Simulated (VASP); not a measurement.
A run of VASP 6.6.1 is set up as follows.

File INCAR:

```
SYSTEM = Pd
  PREC = Accurate
  ENCUT = 520
  EDIFF = 1E-7
  ISMEAR = 0
  SIGMA = 0.02
  LREAL = .FALSE.
  LASPH = .TRUE.
  NELM = 100
  ALGO = Normal
  ISIF = 2
  LWAVE = .FALSE.
  LCHARG = .FALSE.
  GGA = PE
  NBANDS = 11
```

File KPOINTS:

```
Automatic mesh
0
G
  12 12 12
  0 0 0
```

Contents of POSCAR:

```
Pd
1.0
    2.7232705800      0.0000000000      0.0000000000
   -0.9077568598      2.5675241256      0.0000000000
   -0.9077568598     -1.2837620624      2.2235411178
Pd
1
Direct
    0.0000000000      0.0000000000      0.0000000000
```

Potentials or basis: VASP PAW PBE potentials, release 64 (Pd).

Command:

```bash
$ cat potpaw_PBE.64/Pd/POTCAR > POTCAR
$ mpirun -np 1 vasp_std > vasp.out
```

(1) Estimate the band gap on the k mesh.

(2) Predict the pressure.

## Answers

(1) zero (band 5 reaches 9.47 eV, above the bottom of band 6 at 7.93 eV).

(2) -1.5 GPa.
